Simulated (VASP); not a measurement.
# KF (Fm-3m) in VASP: a series of runs

KF is run at these levels: PBE; tasks: single point.

Program: VASP 6.6.1. These are calculated values, not measurements. Logs are shortened: lines on timing, memory, paths and dates and some standing lists are left out, and cuts for length are marked.

## Step 1: The cell of the first run

The structure is cubic, space group Fm-3m (No. 225). The conventional cell has a = 5.080 Å, b = 5.080 Å, c = 5.080 Å, α = 90.00°, β = 90.00°, γ = 90.00°. K (site symmetry m-3m) has 6 F at 2.54 Å within 3.4 Å. F (site symmetry m-3m) has 6 K at 2.54 Å within 3.4 Å.

## Step 2: Single point, PBE (strain -0.050 along x and y, -0.050 along z)

INCAR

```
  ALGO = Normal
  EDIFF = 1E-6
  ENCUT = 520
  GGA = PE
  ISIF = 2
  ISMEAR = 0
  LASPH = T
  LCHARG = F
  LREAL = F
  LWAVE = F
  NBANDS = 15
  NELM = 60
  PREC = Accurate
  SIGMA = 0.05
```

KPOINTS

```
k-points
0
Gamma
  8 8 8
```

POSCAR

```
KF
1.0
    0.0000000000      2.5398250000      2.5398250000
    2.5398250000      0.0000000000      2.5398250000
    2.5398250000      2.5398250000      0.0000000000
K F
1 1
Direct
    0.0000000000      0.0000000000      0.0000000000
    0.5000000000      0.5000000000      0.5000000000
```

Potentials or basis: VASP PAW PBE potentials, release 64 (K_sv, F).

The run is started by

```
cat potpaw_PBE.64/K_sv/POTCAR potpaw_PBE.64/F/POTCAR > POTCAR
mpirun -np 1 vasp_std > vasp.out
```

OUTCAR:

```text
EDIFF = 1E-6
   ENCUT = 520
   GGA = PE
   ISIF = 2
   ISMEAR = 0
   LASPH = T
   LREAL = F
   NELM = 60
   PREC = Accurate

 ion  position               nearest neighbor table
   1  0.000  0.000  0.000-   2 2.54   2 2.54   2 2.54   2 2.54   2 2.54   2 2.54
   2  0.500  0.500  0.500-   1 2.54   1 2.54   1 2.54   1 2.54   1 2.54   1 2.54

  LATTYP: Found a face centered cubic cell.
 ALAT       =     5.0796500000

  Lattice vectors:

 A1 = (   0.0000000000,   2.5398250000,   2.5398250000)
 A2 = (   2.5398250000,   0.0000000000,   2.5398250000)
 A3 = (   2.5398250000,   2.5398250000,   0.0000000000)

Analysis of symmetry for initial positions (statically):
=====================================================================
 Subroutine PRICEL returns:
 Original cell was already a primitive cell.

 Routine SETGRP: Setting up the symmetry group for a
 face centered cubic supercell.

 Subroutine GETGRP returns: Found 48 space group operations
 (whereof 48 operations were pure point group operations)
 out of a pool of 48 trial point group operations.

The static configuration has the point symmetry O_h .

Analysis of symmetry for dynamics (positions and initial velocities):
=====================================================================
 Subroutine PRICEL returns:
 Original cell was already a primitive cell.

 Routine SETGRP: Setting up the symmetry group for a
 face centered cubic supercell.

 Subroutine GETGRP returns: Found 48 space group operations
 (whereof 48 operations were pure point group operations)
 out of a pool of 48 trial point group operations.

The dynamic configuration has the point symmetry O_h .

 Subroutine INISYM returns: Found 48 space group operations
 (whereof 48 operations are pure point group operations),
 and found     1 'primitive' translations

----------------------------------------------------------------------------------------

                                     Primitive cell

  volume of cell :      32.7674

  direct lattice vectors                    reciprocal lattice vectors
     0.000000000  2.539825000  2.539825000    -0.196863957  0.196863957  0.196863957
     2.539825000  0.000000000  2.539825000     0.196863957 -0.196863957  0.196863957
     2.539825000  2.539825000  0.000000000     0.196863957  0.196863957 -0.196863957

  length of vectors
     3.591854961  3.591854961  3.591854961     0.340978376  0.340978376  0.340978376

  position of ions in fractional coordinates (direct lattice)
     0.000000000  0.000000000  0.000000000
     0.500000000  0.500000000  0.500000000

  ion indices of the primitive-cell ions
   primitive index   ion index
                 1           1
[... 80 lines left out ...]
   ISYM   =      2    0-nonsym 1-usesym 2-fastsym
   POTIM  = 0.5000    time-step for ionic-motion
   TEBEG  =    0.0;   TEEND  =   0.0 temperature during run
   PSTRESS=    0.0 pullay stress
   NELECT =      16.0000    total number of electrons
   NUPDOWN=      -1.0000    fix difference up-down
   EMIN   =  10.00;   EMAX   =-10.00  energy-range for DOS
   EFERMI =   0.00;   METHOD = LEGACY
   ISMEAR =     0;   SIGMA  =   0.05  broadening in eV -4-tet -1-fermi 0-gaus
   EFERMI_NEDOS =   21; number of points for ismear=-14 and -15
   IALGO  =     38    algorithm
   IMIX   =      4    mixing-type and parameters
     AMIX     =   0.40;   BMIX     =  1.00
     AMIX_MAG =   1.60;   BMIX_MAG =  1.00
  volume/ion in A,a.u.               =      16.38       110.56
  Fermi-wavevector in a.u.,A,eV,Ry     =   1.289143  2.436127 22.611375  1.661889
  Thomas-Fermi vector in A             =   2.421054
   LORBIT       =      0    0 simple, 1 ext, 2 COOP (PROOUT), +10 PAW based schemes
   GGA     = PE    functional components
   LHFCALC =     F    Hartree Fock is set to
   AEXX    =    0.0000 exact exchange contribution
   IVDW    =     0    specifies the selected vdW correction
   LEPSILON=     F    determine dielectric tensor
   LRPA    =     F    only Hartree local field effects (RPA)
 non-spin polarized calculation
 Gauss-broadening in eV      SIGMA  =   0.05
  energy-cutoff  :      520.00
  volume of cell :       32.77
 maximum number of plane-waves:       903
   NGX = 13   NGY = 13   NGZ = 13

 number of electron      15.9999993 magnetization

 Free energy of the ion-electron system (eV)
  ---------------------------------------------------
  ext. energy  EPLUGINS =         0.00000000
  ---------------------------------------------------
  free energy    TOTEN  =        -8.12083499 eV

  energy without entropy =       -8.12083499  energy(sigma->0) =       -8.12083499

 E-fermi :  -1.9896     XC(G=0):  -9.1195

 val. band max:       -2.3341724018   @ k =   0.0000   0.0000   0.0000
 cond. band min:       4.7033033927   @ k =   0.0000   0.0000   0.0000
 fundamental gap:      7.0374757944
 Fermi energy:        -1.9896034204

 k-point     1 :       0.0000    0.0000    0.0000
  band No.  band energies     occupation
      1     -28.1046      2.00000
      2     -21.0698      2.00000
      3     -11.2044      2.00000
      4     -11.2044      2.00000
      5     -11.2044      2.00000
      6      -2.3342      2.00000
      7      -2.3342      2.00000
      8      -2.3342      2.00000
      9       4.7033      0.00000
     10       8.7404      0.00000
     11       8.7404      0.00000
     12       8.7404      0.00000
     13      10.6300      0.00000
     14      10.6300      0.00000
[... 401 lines left out ...]
      2     -21.2360      2.00000
      3     -11.6790      2.00000
      4     -11.5488      2.00000
      5     -11.2989      2.00000
      6      -3.0238      2.00000
      7      -2.6838      2.00000
      8      -2.6282      2.00000
      9       7.6607      0.00000
     10       8.4833      0.00000
     11      10.2595      0.00000
     12      11.1978      0.00000
     13      12.6601      0.00000
     14      13.9954      0.00000
     15      14.6123      0.00000

 [... further k-points ...]
[... 5 lines left out ...]
  --------------------------------------------------------------------------------------
  -------------------------------------------------------------------------------------
  Total        1.9034283      1.9034283      1.9034283      0.0000000     -0.0000000     -0.0000000
  in kB       93.0691439     93.0691439     93.0691439      0.0000000     -0.0000000     -0.0000000
  external PRESSURE =      93.0691439 kB  Pullay stress =       0.0000000 kB

 VOLUME and BASIS-vectors are now :
 -----------------------------------------------------------------------------
  energy-cutoff  :      520.00
  volume of cell :       32.77
      direct lattice vectors                 reciprocal lattice vectors
     0.000000000  2.539825000  2.539825000    -0.196863957  0.196863957  0.196863957
     2.539825000  0.000000000  2.539825000     0.196863957 -0.196863957  0.196863957
     2.539825000  2.539825000  0.000000000     0.196863957  0.196863957 -0.196863957

 POSITION                                       TOTAL-FORCE (eV/Angst)
 -----------------------------------------------------------------------------------
      0.00000      0.00000      0.00000         0.000000      0.000000      0.000000
      2.53982      2.53982      2.53982         0.000000     -0.000000     -0.000000
 -----------------------------------------------------------------------------------
    total drift:                                0.000000      0.000000      0.000000

  FREE ENERGIE OF THE ION-ELECTRON SYSTEM (eV)
  ---------------------------------------------------
  free  energy   TOTEN  =        -8.1208349934 eV

  energy  without entropy=       -8.1208349934  energy(sigma->0) =       -8.12083499
```

OSZICAR:

```text
N       E                     dE             d eps       ncg     rms          rms(c)
DAV:   1     0.111972167440E+03    0.11197E+03   -0.84584E+03   870   0.106E+03
DAV:   2    -0.526210870315E+01   -0.11723E+03   -0.10791E+03  1143   0.293E+02
DAV:   3    -0.925328378758E+01   -0.39912E+01   -0.39742E+01  1109   0.484E+01
DAV:   4    -0.935802527406E+01   -0.10474E+00   -0.10473E+00  1144   0.765E+00
DAV:   5    -0.936062953881E+01   -0.26043E-02   -0.26043E-02  1153   0.893E-01    0.674E+00
DAV:   6    -0.814051850051E+01    0.12201E+01   -0.32743E+00   933   0.166E+01    0.514E+00
DAV:   7    -0.812082147334E+01    0.19697E-01   -0.72373E-02  1094   0.236E+00    0.293E+00
DAV:   8    -0.811902757332E+01    0.17939E-02   -0.43181E-02   954   0.212E+00    0.190E-01
DAV:   9    -0.812029469095E+01   -0.12671E-02   -0.42010E-03  1080   0.541E-01    0.127E-01
DAV:  10    -0.812076240246E+01   -0.46771E-03   -0.48632E-04   919   0.210E-01    0.464E-02
DAV:  11    -0.812084253398E+01   -0.80132E-04   -0.11041E-04   954   0.996E-02    0.233E-02
DAV:  12    -0.812083483155E+01    0.77024E-05   -0.23236E-05  1066   0.515E-02    0.401E-03
DAV:  13    -0.812083499340E+01   -0.16185E-06   -0.23054E-06   975   0.146E-02
   1 F= -.81208350E+01 E0= -.81208350E+01  d E =-.487551E-24
```

stdout:

```text
POSCAR found type information on POSCAR K F
 POSCAR found :  2 types and       2 ions
 scaLAPACK will be used
 LDA part: xc-table for (Slater+PW92), standard interpolation
 POSCAR, INCAR and KPOINTS ok, starting setup
 FFT: planning ... GRIDC
 FFT: planning ... GRID_SOFT
 FFT: planning ... GRID
 WAVECAR not read
 entering main loop
```

Wall time 11 s (1 thread of Intel Xeon Platinum 8488C (Sapphire Rapids), shared host); peak memory 0.16 GiB.

What came out:

```
Free energy            : -8.1208 eV
Pressure               : 9.3 GPa
Band gap on the k mesh : 7.04 eV, direct
```

Levels at points of the mesh, in eV from the valence-band top:
```csv
k point,band 6,band 7,band 8,band 9,band 10,band 11
"(0.00, 0.00, 0.00)",0.00,0.00,0.00,7.04,11.07,11.07
"(0.50, 0.00, 0.00)",-0.98,-0.50,-0.50,9.70,11.81,12.80
"(0.50, 0.50, 0.00)",-0.10,-0.01,-0.01,8.28,11.18,13.10
```

Caveat: the cell differs from its parent crystal (strain -0.050 along x and y, -0.050 along z). A k mesh can miss the band edges.

## Step 3: Single point, PBE (strain -0.025 along x and y, -0.025 along z)

INCAR

```
PREC = Accurate
ENCUT = 520
EDIFF = 1E-7
ISMEAR = 0
SIGMA = 0.05
LREAL = F
LASPH = T
NELM = 80
ALGO = Normal
ISIF = 2
LWAVE = F
LCHARG = F
GGA = PE
NBANDS = 15
```

KPOINTS

```
regular mesh
0
Gamma
  8 8 8
```

POSCAR

```
KF
1.0
    0.0000000000      2.6066625000      2.6066625000
    2.6066625000      0.0000000000      2.6066625000
    2.6066625000      2.6066625000      0.0000000000
K F
1 1
Direct
    0.0000000000      0.0000000000      0.0000000000
    0.5000000000      0.5000000000      0.5000000000
```

Potentials or basis: VASP PAW PBE potentials, release 64 (K_sv, F).

The run is started by

```
cat potpaw_PBE.64/K_sv/POTCAR potpaw_PBE.64/F/POTCAR > POTCAR
mpirun -np 1 vasp_std > vasp.out
```

It took 12 s on 1 thread of Intel Xeon Platinum 8488C (Sapphire Rapids), shared host; peak memory 0.16 GiB.

The run converged. Its results:

* Free energy: -8.2371 eV
* Pressure: 4.6 GPa
* Band gap on the k mesh: 6.57 eV, direct

Levels at points of the mesh, in eV from the valence-band top:
```tsv
k point	band 5	band 6	band 7	band 8	band 9	band 10	band 11	band 12
(0.00, 0.00, 0.00)	-9.13	0.00	0.00	0.00	6.57	10.88	10.88	10.88
(0.50, 0.00, 0.00)	-9.17	-0.88	-0.41	-0.41	9.38	11.18	12.43	12.43
(0.50, 0.50, 0.00)	-9.40	-0.17	-0.04	-0.04	8.25	10.72	12.42	14.01
```

Caveat: the cell differs from its parent crystal (strain -0.025 along x and y, -0.025 along z).

[end of part 1 of 2]
